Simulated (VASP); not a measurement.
# Ru (P6_3/mmc) in VASP: notebook, part 2 of 2

VASP 6.6.1. The steps go on from the part before.

## (3) Single point, PBEsol

This run uses another cell than the first one, of 13.37 Å³/atom, 1.005 times its volume.

INCAR

```
SYSTEM = Ru
ALGO = Normal ; EDIFF = 1E-7
ENCUT = 520 ; GGA = PS
ISIF = 2 ; ISMEAR = 0
LASPH = .True. ; LCHARG = .False.
LREAL = .False. ; LWAVE = .False.
NBANDS = 21 ; NELM = 60
PREC = Accurate ; SIGMA = 0.15
```

KPOINTS

```
k-points
0
Gamma
  18 18 10
  0 0 0
```

POSCAR

```
Ru
1.0
    2.7273000000      0.0000000000      0.0000000000
   -1.3636500000      2.3619110838      0.0000000000
    0.0000000000      0.0000000000      4.1503000000
Ru
2
Direct
    0.3333333333      0.6666666667      0.2500000000
    0.6666666667      0.3333333333      0.7500000000
```

Potentials or basis: VASP PAW PBE potentials, release 64 (Ru_pv).

On the command line:

```sh
$ cat potpaw_PBE.64/Ru_pv/POTCAR > POTCAR
$ mpirun -np 1 vasp_std > vasp.out
```

OUTCAR:

```text
SYSTEM = Ru
   EDIFF = 1E-7
   ENCUT = 520
   GGA = PS
   ISIF = 2
   ISMEAR = 0
   LASPH = .True.
   LREAL = .False.
   NELM = 60
   PREC = Accurate

 ion  position               nearest neighbor table
   1  0.333  0.667  0.250-   2 2.60   2 2.60   2 2.60   2 2.60   2 2.60   2 2.60
   2  0.667  0.333  0.750-   1 2.60   1 2.60   1 2.60   1 2.60   1 2.60   1 2.60

  LATTYP: Found a hexagonal cell.
 ALAT       =     2.7273000000
 C/A-ratio  =     1.5217614491

  Lattice vectors:

 A1 = (   2.7273000000,   0.0000000000,   0.0000000000)
 A2 = (  -1.3636500000,   2.3619110838,   0.0000000000)
 A3 = (   0.0000000000,   0.0000000000,   4.1503000000)

Analysis of symmetry for initial positions (statically):
=====================================================================
 Subroutine PRICEL returns:
 Original cell was already a primitive cell.

 Routine SETGRP: Setting up the symmetry group for a
 hexagonal supercell.

 Subroutine GETGRP returns: Found 24 space group operations
 (whereof 12 operations were pure point group operations)
 out of a pool of 24 trial point group operations.

[... 155 lines left out ...]

 Free energy of the ion-electron system (eV)
  ---------------------------------------------------
  ext. energy  EPLUGINS =         0.00000000
  ---------------------------------------------------
  free energy    TOTEN  =       -20.31303119 eV

  energy without entropy =      -20.29349802  energy(sigma->0) =      -20.30326460

 E-fermi :  13.0029     XC(G=0): -14.3732

 val. band max:       12.9972113501   @ k =   0.3889   0.2222   0.3000
 cond. band min:      13.0108746523   @ k =   0.3333  -0.0000   0.0000
 fundamental gap:      0.0136633022
 Fermi energy:        13.0029069374

 k-point     1 :       0.0000    0.0000    0.0000
  band No.  band energies     occupation
      1     -30.7342      2.00000
      2     -29.7386      2.00000
      3     -29.7386      2.00000
      4     -29.5194      2.00000
      5     -29.5194      2.00000
      6     -29.4259      2.00000
[... 565 lines left out ...]
     20      23.2553      0.00000
     21      24.3611      0.00000

 [... further k-points ...]
[... 5 lines left out ...]
  --------------------------------------------------------------------------------------
  -------------------------------------------------------------------------------------
  Total       -1.0092255     -1.0092255      1.9294627      0.0000000      0.0000000     -0.0000000
  in kB      -60.4815402    -60.4815402    115.6301340      0.0000000      0.0000000     -0.0000000
  external PRESSURE =      -1.7776488 kB  Pullay stress =       0.0000000 kB

 VOLUME and BASIS-vectors are now :
 -----------------------------------------------------------------------------
  energy-cutoff  :      520.00
  volume of cell :       26.73
      direct lattice vectors                 reciprocal lattice vectors
     2.727300000  0.000000000  0.000000000     0.366663000  0.211692982  0.000000000
    -1.363650000  2.361911084  0.000000000     0.000000000  0.423385964  0.000000000
     0.000000000  0.000000000  4.150300000     0.000000000  0.000000000  0.240946438

 POSITION                                       TOTAL-FORCE (eV/Angst)
 -----------------------------------------------------------------------------------
     -0.00000      1.57461      1.03757        -0.000000     -0.000000      0.000000
      1.36365      0.78730      3.11272         0.000000      0.000000      0.000000
 -----------------------------------------------------------------------------------
    total drift:                               -0.000000      0.000000     -0.000000

  FREE ENERGIE OF THE ION-ELECTRON SYSTEM (eV)
  ---------------------------------------------------
  free  energy   TOTEN  =       -20.3130311875 eV

  energy  without entropy=      -20.2934980219  energy(sigma->0) =      -20.30326460
```

OSZICAR:

```text
N       E                     dE             d eps       ncg     rms          rms(c)
DAV:   1     0.286542891346E+03    0.28654E+03   -0.17554E+04  9340   0.149E+03
DAV:   2    -0.159525340919E+02   -0.30250E+03   -0.29298E+03  9564   0.447E+02
DAV:   3    -0.218524874710E+02   -0.59000E+01   -0.58677E+01 10949   0.698E+01
DAV:   4    -0.218950956429E+02   -0.42608E-01   -0.42549E-01 11582   0.570E+00
DAV:   5    -0.218956565395E+02   -0.56090E-03   -0.55685E-03 10652   0.594E-01    0.201E+01
DAV:   6    -0.204085941856E+02    0.14871E+01   -0.32883E+00 10884   0.177E+01    0.526E+00
DAV:   7    -0.203239970241E+02    0.84597E-01   -0.63378E-01 10692   0.553E+00    0.959E-01
DAV:   8    -0.203147768659E+02    0.92202E-02   -0.17917E-02 10229   0.123E+00    0.510E-01
DAV:   9    -0.203130191321E+02    0.17577E-02   -0.17067E-03 10652   0.449E-01    0.343E-02
DAV:  10    -0.203130319511E+02   -0.12819E-04   -0.78115E-05 10582   0.902E-02    0.201E-02
DAV:  11    -0.203130313323E+02    0.61879E-06   -0.69509E-06 10509   0.254E-02    0.169E-03
DAV:  12    -0.203130311958E+02    0.13644E-06   -0.32536E-07 10341   0.500E-03    0.152E-03
DAV:  13    -0.203130311875E+02    0.83073E-08   -0.29453E-08  6077   0.173E-03
   1 F= -.20313031E+02 E0= -.20303265E+02  d E =-.195332E-01
```

stdout:

```text
POSCAR found type information on POSCAR Ru
 POSCAR found :  1 types and       2 ions
 scaLAPACK will be used
 -----------------------------------------------------------------------------
|                                                                             |
|                                                                             |
|     You enforced a specific xc type in the INCAR file but a different       |
|     I HOPE YOU KNOW WHAT YOU ARE DOING!                                     |
|                                                                             |
 -----------------------------------------------------------------------------

 LDA part: xc-table for (Slater+PW92), standard interpolation
 POSCAR, INCAR and KPOINTS ok, starting setup
 FFT: planning ... GRIDC
 FFT: planning ... GRID_SOFT
 FFT: planning ... GRID
 WAVECAR not read
 entering main loop
```

Run time: 36 s. Hardware: 1 thread of Intel Xeon 6975P-C (Granite Rapids), shared host; peak memory 0.21 GiB.

Results:

* Free energy: -20.3130 eV
* Pressure: -0.2 GPa
* Band gap on the k mesh: zero (band 14 reaches 14.47 eV, above the bottom of band 15 at 11.19 eV)

Stress tensor (GPa, compression positive):
```
-6.05  0.00  0.00
 0.00 -6.05  0.00
 0.00  0.00 11.56
```

Levels at points of the mesh, in eV from the Fermi level:
```csv
k point,band 10,band 11,band 12,band 13,band 14,band 15,band 16,band 17,band 18,band 19
"(0.00, 0.00, 0.00)",-2.73,-2.12,-1.93,-1.93,-1.74,-1.74,1.20,1.20,1.71,10.24
"(0.50, 0.00, 0.00)",-3.39,-2.01,-1.90,-1.36,1.22,1.74,2.15,4.02,6.06,10.25
"(0.00, 0.00, 0.50)",-3.01,-3.01,-3.01,-2.58,-2.58,0.60,0.60,0.60,0.60,10.25
"(0.50, 0.00, 0.50)",-4.52,-1.25,-1.25,0.40,0.40,1.55,1.55,3.37,3.37,10.23
```

Caveat: the PAW data sets were made with another functional, which shifts forces and pressure a little.
